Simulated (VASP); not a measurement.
# LaIn3Au2 in VASP: a series of runs, part 2 of 2

VASP 6.6.1. Earlier steps stand in the parts before.

**3. Single point, PBE**

Input file INCAR:

```
SYSTEM = LaIn3Au2
  PREC = Accurate
  ENCUT = 520
  EDIFF = 1E-7
  ISMEAR = -4
  SIGMA = 0.1
  LREAL = .False.
  LASPH = .True.
  NELM = 80
  ALGO = Normal
  ISIF = 2
  LWAVE = .False.
  LCHARG = .False.
  GGA = PE
  NBANDS = 45
```

Input file KPOINTS:

```
Automatic mesh
0
Gamma
  4 4 4
  0 0 0
```

Input file POSCAR:

```
LaIn3Au2
1.0
    5.9533310000      0.0000000000      0.0000000000
   -2.9766650000      5.1557370000      0.0000000000
    0.0000000000      0.0000000000      4.6759690000
In La Au
3 1 2
Direct
    0.5000000000      0.0000000000      0.5000000000
    0.5000000000      0.5000000000      0.5000000000
    0.0000000000      0.5000000000      0.5000000000
    0.0000000000      0.0000000000      0.0000000000
    0.3333000000      0.6667000000      0.0000000000
    0.6666000000      0.3333000000      0.0000000000
```

Potentials or basis: VASP PAW PBE potentials, release 64 (In_d, La, Au).

Started as:

```sh
$ cat potpaw_PBE.64/In_d/POTCAR potpaw_PBE.64/La/POTCAR potpaw_PBE.64/Au/POTCAR > POTCAR
$ mpirun -np 1 vasp_std > vasp.out
```

OUTCAR:

```text
SYSTEM = LaIn3Au2
   PREC = Accurate
   ENCUT = 520
   EDIFF = 1E-7
   ISMEAR = -4
   LREAL = .False.
   LASPH = .True.
   NELM = 80
   ISIF = 2
   GGA = PE

 ion  position               nearest neighbor table
   1  0.500  0.000  0.500-   6 2.90   6 2.90   5 2.90   5 2.90   2 2.98   2 2.98   3 2.98   3 2.98
                             4 3.79   4 3.79   4 3.79   4 3.79
   2  0.500  0.500  0.500-   6 2.90   6 2.90   5 2.90   5 2.90   3 2.98   3 2.98   1 2.98   1 2.98
                             4 3.79   4 3.79   4 3.79   4 3.79
   3  0.000  0.500  0.500-   5 2.90   5 2.90   6 2.90   6 2.90   2 2.98   2 2.98   1 2.98   1 2.98
                             4 3.79   4 3.79   4 3.79   4 3.79
   4  0.000  0.000  0.000-   5 3.44   6 3.44   6 3.44   5 3.44   5 3.44   6 3.44   1 3.79   1 3.79
                             1 3.79   1 3.79   3 3.79   3 3.79   3 3.79   3 3.79   2 3.79   2 3.79
[... 1219 lines left out ...]
  external PRESSURE =      10.8878390 kB  Pullay stress =       0.0000000 kB

 VOLUME and BASIS-vectors are now :
 -----------------------------------------------------------------------------
  energy-cutoff  :      520.00
  volume of cell :      143.52
      direct lattice vectors                 reciprocal lattice vectors
     5.953331000  0.000000000  0.000000000     0.167973190  0.096979329  0.000000000
    -2.976665000  5.155737000  0.000000000     0.000000000  0.193958691  0.000000000
     0.000000000  0.000000000  4.675969000     0.000000000  0.000000000  0.213859416

 POSITION                                       TOTAL-FORCE (eV/Angst)
 -----------------------------------------------------------------------------------
      2.97667      0.00000      2.33798         0.000322     -0.000000      0.000000
      1.48833      2.57787      2.33798        -0.000349      0.000390      0.000000
     -1.48833      2.57787      2.33798        -0.000349     -0.000390      0.000000
      0.00000      0.00000      0.00000        -0.000201     -0.000000      0.000000
     -0.00030      3.43733      0.00000         0.000289     -0.001008      0.000000
      2.97637      1.71841      0.00000         0.000289      0.001008      0.000000
 -----------------------------------------------------------------------------------
    total drift:                               -0.000003     -0.000000     -0.000000

  FREE ENERGIE OF THE ION-ELECTRON SYSTEM (eV)
  ---------------------------------------------------
  free  energy   TOTEN  =       -21.3735662251 eV

  energy  without entropy=      -21.3735662251  energy(sigma->0) =      -21.37356623
```

OSZICAR:

```text
N       E                     dE             d eps       ncg     rms          rms(c)
DAV:   1     0.744906130199E+03    0.74491E+03   -0.31462E+04  1906   0.234E+03
DAV:   2     0.124391007512E+03   -0.62052E+03   -0.59001E+03  1905   0.501E+02
DAV:   3    -0.796203489904E+01   -0.13235E+03   -0.12246E+03  2215   0.230E+02
DAV:   4    -0.223123224661E+02   -0.14350E+02   -0.13800E+02  2947   0.696E+01
DAV:   5    -0.230788494875E+02   -0.76653E+00   -0.75952E+00  3364   0.151E+01    0.115E+01
DAV:   6    -0.216402359997E+02    0.14386E+01   -0.17488E+01  2794   0.226E+01    0.805E+00
DAV:   7    -0.214197892204E+02    0.22045E+00   -0.18329E+00  2897   0.768E+00    0.439E+00
DAV:   8    -0.214199660969E+02   -0.17688E-03   -0.96340E-01  2794   0.529E+00    0.112E+00
DAV:   9    -0.213755138792E+02    0.44452E-01   -0.19509E-01  3091   0.286E+00    0.571E-01
DAV:  10    -0.213737004656E+02    0.18134E-02   -0.20870E-02  3076   0.764E-01    0.455E-01
DAV:  11    -0.213738045889E+02   -0.10412E-03   -0.25884E-03  2902   0.451E-01    0.120E-01
DAV:  12    -0.213735550686E+02    0.24952E-03   -0.16123E-03  2940   0.304E-01    0.197E-02
DAV:  13    -0.213735684268E+02   -0.13358E-04   -0.15967E-04  3142   0.103E-01    0.167E-02
DAV:  14    -0.213735678492E+02    0.57753E-06   -0.20254E-05  2908   0.446E-02    0.817E-03
DAV:  15    -0.213735672288E+02    0.62041E-06   -0.70993E-06  3143   0.277E-02    0.582E-03
DAV:  16    -0.213735664998E+02    0.72905E-06   -0.16975E-06  2452   0.115E-02    0.442E-03
DAV:  17    -0.213735662565E+02    0.24326E-06   -0.15683E-06  1773   0.708E-03    0.339E-03
DAV:  18    -0.213735662251E+02    0.31439E-07   -0.23502E-07  1604   0.519E-03
   1 F= -.21373566E+02 E0= -.21373566E+02  d E =0.000000E+00
```

stdout:

```text
POSCAR found type information on POSCAR InLaAu
 POSCAR found :  3 types and       6 ions
 scaLAPACK will be used
 LDA part: xc-table for (Slater+PW92), standard interpolation
 POSCAR, INCAR and KPOINTS ok, starting setup
 FFT: planning ... GRIDC
 FFT: planning ... GRID_SOFT
 FFT: planning ... GRID
 WAVECAR not read
 entering main loop
 -----------------------------------------------------------------------------
|                                                                             |
|           W    W    AA    RRRRR   N    N  II  N    N   GGGG   !!!           |
|           W    W   A  A   R    R  NN   N  II  NN   N  G    G  !!!           |
|           W    W  A    A  R    R  N N  N  II  N N  N  G       !!!           |
|           W WW W  AAAAAA  RRRRR   N  N N  II  N  N N  G  GGG   !            |
|           WW  WW  A    A  R   R   N   NN  II  N   NN  G    G                |
|           W    W  A    A  R    R  N    N  II  N    N   GGGG   !!!           |
|                                                                             |
|     Tetrahedron method does not include variations of the Fermi             |
|     occupations, so forces and stress will be inaccurate. We suggest        |
|     using a different smearing scheme ISMEAR = 1 or 2 for metals in         |
|     relaxations.                                                            |
|                                                                             |
 -----------------------------------------------------------------------------
```

Wall time 3.1 min (1 thread of AMD EPYC 7R13 (Zen 3), shared host); peak memory 0.32 GiB.

What came out:

| Property | Result |
| --- | --- |
| Free energy | -21.3736 eV |
| Pressure | 1.1 GPa |
| Band gap on the k mesh | zero (band 36 reaches 9.28 eV, above the bottom of band 37 at 7.64 eV) |

Stress tensor (GPa, compression positive):
```
1.57 0.00 0.00
0.00 1.56 0.00
0.00 0.00 0.13
```

Caveat: spin-orbit coupling is left out, which moves the levels of the heavy elements.

**4. Single point, revPBE**

Input file INCAR:

```
SYSTEM = LaIn3Au2
ALGO     = Normal         ! electronic algorithm
EDIFF    = 1E-7           ! SCF threshold, eV
ENCUT    = 520            ! plane-wave cutoff, eV
GGA      = RE             ! functional
ISIF     = 2              ! what is computed and relaxed
ISMEAR   = -1             ! smearing method
LASPH    = .TRUE.         ! aspherical terms in the spheres
LCHARG   = .FALSE.        ! write CHGCAR
LREAL    = .FALSE.        ! projectors in reciprocal space
LWAVE    = .FALSE.        ! write WAVECAR
NBANDS   = 45             ! bands
NELM     = 100            ! most SCF steps
PREC     = Accurate       ! precision mode
SIGMA    = 0.1            ! smearing width, eV
```

Input file KPOINTS:

```
k-points
0
G
  4 4 4
  0 0 0
```

POSCAR is that of step 3.

Started as:

```sh
$ cat potpaw_PBE.64/In_d/POTCAR potpaw_PBE.64/La/POTCAR potpaw_PBE.64/Au/POTCAR > POTCAR
$ mpirun -np 1 vasp_std > vasp.out
```

Run time: 2.9 min. Hardware: 1 thread of AMD EPYC 7R13 (Zen 3), shared host; peak memory 0.32 GiB.

The run converged. Its results:

| Quantity | Value |
| --- | --- |
| Free energy | -19.3989 eV |
| Pressure | 2.9 GPa |
| Band gap on the k mesh | zero (band 36 reaches 9.35 eV, above the bottom of band 37 at 7.72 eV) |

Stress tensor (GPa, compression positive):
```
3.61 0.00 0.00
0.00 3.61 0.00
0.00 0.00 1.40
```

Levels at points of the mesh, in eV from the Fermi level:
| k point | band 33 | band 34 | band 35 | band 36 | band 37 | band 38 | band 39 | band 40 |
| --- | --- | --- | --- | --- | --- | --- | --- | --- |
| (0.00, 0.00, 0.00) | -2.83 | -1.80 | -1.19 | -1.12 | -1.12 | 1.27 | 1.27 | 1.28 |
| (0.50, 0.00, 0.00) | -2.73 | -1.00 | 0.23 | 0.39 | 0.50 | 0.77 | 1.02 | 1.18 |
| (0.00, 0.50, 0.00) | -2.73 | -1.00 | 0.23 | 0.39 | 0.50 | 0.77 | 1.02 | 1.18 |
| (0.00, 0.00, 0.50) | -1.53 | -1.53 | -1.42 | -1.42 | -1.18 | -0.60 | -0.60 | 1.16 |
| (0.50, 0.00, 0.50) | -3.88 | -1.71 | -1.30 | -0.69 | 0.75 | 1.12 | 1.21 | 1.25 |
| (0.00, 0.50, 0.50) | -3.88 | -1.71 | -1.30 | -0.69 | 0.75 | 1.12 | 1.21 | 1.25 |

Caveat: the PAW data sets were made with another functional, which shifts forces and pressure a little; spin-orbit coupling is left out, which moves the levels of the heavy elements.

**5. The runs side by side**

| level | smearing | gap on the mesh (eV) | pressure (GPa) |
| --- | --- | --- | --- |
| PBE | fermi-dirac 0.1 eV | none | 1.2 |
| PBE | tetrahedron | none | 1.1 |
| revPBE | fermi-dirac 0.1 eV | none | 2.9 |

Alike in all rows: task single point; potentials or basis VASP PAW PBE potentials, release 64 (In_d, La, Au); no spin polarisation; cell as given; k mesh 4 × 4 × 4; cutoff (eV) 520.

Every run on the cell as given and a fine mesh finds a metal. The pressure there spans 1.1 GPa (PBE) to 2.9 GPa (revPBE); a positive pressure means that this level wants a larger cell, a negative one a smaller.

Caveats: spin-orbit coupling is left out, which moves the levels of the heavy elements; the PAW data sets were made with another functional, which shifts forces and pressure a little (some runs).

Absolute energies hang on the potentials; compare differences alone.
